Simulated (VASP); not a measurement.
A run of VASP 6.6.1:

Contents of INCAR:

```
ALGO = Fast
EDIFF = 1E-6
ENCUT = 520
GGA = PS
ISIF = 2
ISMEAR = 0
LASPH = T
LCHARG = F
LREAL = F
LWAVE = F
NBANDS = 39
NELM = 60
PREC = Accurate
SIGMA = 0.1
```

Contents of KPOINTS:

```
k-points
0
Gamma
  12 12 3
```

POSCAR

```
Ca
1.0
    3.8535518264      0.0000000000      0.0000000000
   -1.9267759132      3.3372737765      0.0000000000
    0.0000000000      0.0000000000     18.9479149628
Ca
6
Direct
    0.0000000000      0.0000000000      0.0000000000
    0.3333333333      0.6666666667      0.1669008760
    0.6666666667      0.3333333333      0.3330991240
    0.0000000000      0.0000000000      0.5000000000
    0.6666666667      0.3333333333      0.6669008760
    0.3333333333      0.6666666667      0.8330991240
```

Potentials or basis: VASP PAW PBE potentials, release 64 (Ca_sv).

The run is started by

```bash
$ cat potpaw_PBE.64/Ca_sv/POTCAR > POTCAR
$ mpirun -np 1 vasp_std > vasp.out
```

Hardware: 1 thread of Oxide Virtual Turin-like Processor (shared host).

Task: Estimate the wall time of this run.

Result: Wall time 5.5 min on 1 thread of Oxide Virtual Turin-like Processor, with other jobs on the host, peak memory 0.46 GiB. Counts: scf iterations 18, k points 38.
